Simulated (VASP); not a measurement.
Input of a VASP 6.6.1 run:

The input INCAR:

```
  ALGO = Normal
  EDIFF = 1E-8
  ENCUT = 520
  GGA = PS
  IBRION = 8
  ISIF = 2
  ISMEAR = 0
  LASPH = T
  LCHARG = F
  LEPSILON = T
  LREAL = F
  LWAVE = F
  NELM = 80
  NSW = 1
  PREC = Accurate
  SIGMA = 0.01
```

File KPOINTS:

```
k-points
0
Gamma
  6 6 6
```

POSCAR

```
SrTiO3
1.0
    3.8911418854      0.0000000000      0.0000000000
    0.0000000000      3.8911418854      0.0000000000
    0.0000000000      0.0000000000      3.8911418854
Sr Ti O
1 1 3
Direct
    0.0000000000      0.0000000000      0.0000000000
    0.5000000000      0.5000000000      0.5000000000
    0.5000000000      0.0000000000      0.5000000000
    0.5000000000      0.5000000000      0.0000000000
    0.0000000000      0.5000000000      0.5000000000
```

Potentials or basis: VASP PAW PBE potentials, release 64 (Sr_sv, Ti_sv, O).

Run with:

```bash
$ cat potpaw_PBE.64/Sr_sv/POTCAR potpaw_PBE.64/Ti_sv/POTCAR potpaw_PBE.64/O/POTCAR > POTCAR
$ mpirun -np 1 vasp_std > vasp.out
```

Q: Estimate the electronic dielectric tensor (diagonal).

A: 6.42.

Q: What does it give for the Born charges (mean of the diagonal)?

A: Sr +2.56; Ti +7.40; O -3.32 e.

Q: What does it give for the highest phonon frequency at Γ, LO-TO splitting left out?

A: 537 cm⁻¹.

Q: What does it give for the most unstable mode?

A: 65i cm⁻¹.

Electronic dielectric tensor:
```
6.42 0.00 0.00
0.00 6.42 0.00
0.00 0.00 6.42
```

Caveat: some modes are imaginary.
